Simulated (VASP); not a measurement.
Runs of VASP 6.6.1 on Cu. The structure is that of space group P6/mmm (No. 191), or close to it. The cells are those of the table. This isn't the form of Cu at room conditions, which is fcc.

```csv
task,cell,k mesh,cutoff (eV),gap on the mesh (eV),pressure (GPa),relaxed volume (Å³/atom)
single point,"a = 4.073, b = 4.073, c = 2.410 Å, angles 90.0, 90.0, 120.0°, 3 atoms",6 × 6 × 6,520,none,1.0,-
single point,"a = 4.052, b = 4.052, c = 2.430 Å, angles 90.0, 90.0, 120.0°, 3 atoms",15 × 15 × 18,520,none,0.6,-
relaxation of cell and atoms,"relaxed from a = 4.073, b = 4.073, c = 2.410 Å, angles 90.0, 90.0, 120.0°, 3 atoms",15 × 15 × 18,600,none,0.0,(a)
relaxation of cell and atoms,"relaxed from a = 4.220, b = 4.220, c = 2.587 Å, angles 90.0, 90.0, 120.0°, 3 atoms",6 × 6 × 6,600,none,0.3,11.56
```

Alike in all rows: level PBEsol; potentials or basis VASP PAW PBE potentials, release 64 (Cu); no spin polarisation; smearing gaussian 0.1 eV.

Question: Fill in the values left out.

Answer: (a) 11.57.

Caveats: some runs use coarse meshes; the PAW data sets were made with another functional, which shifts forces and pressure a little.

A gap of «none» marks levels without a gap at the run's occupations.
